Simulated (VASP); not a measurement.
Write the native input for VASP 6.6.1 that does the following.

```
Task                   : single point
Functional             : PBEsol
Potentials or basis    : VASP PAW PBE potentials, release 64 (La, B)
Cutoff                 : 520 eV
k mesh                 : 7 × 7 × 7
Occupations            : fermi-dirac, width 0.05 eV
Spin                   : no spin polarisation
Dipole correction      : no
Further INCAR settings : ALGO = Normal; EDIFF = 1e-07; NBANDS = 24
```

The structure of LaB6 lies in POSCAR:

```
LaB6
1.0
    4.1305681907      0.0000000000      0.0000000000
    0.0000000000      4.1305681907      0.0000000000
    0.0000000000      0.0000000000      4.1305681907
La B
1 6
Direct
    0.0000000000      0.0000000000      0.0000000000
    0.5000000000      0.5000000000      0.8003876396
    0.5000000000      0.5000000000      0.1996123604
    0.5000000000      0.8003876396      0.5000000000
    0.8003876396      0.5000000000      0.5000000000
    0.5000000000      0.1996123604      0.5000000000
    0.1996123604      0.5000000000      0.5000000000
```

One way to write it, as run:

INCAR

```
PREC = Accurate
ENCUT = 520
EDIFF = 1E-7
ISMEAR = -1
SIGMA = 0.05
LREAL = False
LASPH = True
NELM = 100
ALGO = Normal
ISIF = 2
LWAVE = False
LCHARG = False
GGA = PS
NBANDS = 24
```

KPOINTS

```
Automatic mesh
0
Gamma
  7 7 7
```

Potentials or basis: VASP PAW PBE potentials, release 64 (La, B).

Run with:

```sh
$ cat potpaw_PBE.64/La/POTCAR potpaw_PBE.64/B/POTCAR > POTCAR
$ mpirun -np 1 vasp_std > vasp.out
```

It gave:

```yaml
Pressure: 0.1 GPa
Largest_force: 0.029 eV/Å
Band_gap_on_the_k_mesh: zero (an odd number of electrons rules out a gap without spin polarisation)
```

Caveat: the PAW data sets were made with another functional, which shifts forces and pressure a little; spin-orbit coupling is left out, which moves the levels of the heavy elements; an odd number of electrons without spin polarisation forces a metal; a magnetic or distorted state may lie lower.

Run time: 54 s on 1 thread of Intel(R) Xeon(R) Platinum 8259CL CPU @ 2.50GHz (Skylake/Cascade Lake), on a shared host, peak memory 0.19 GiB.
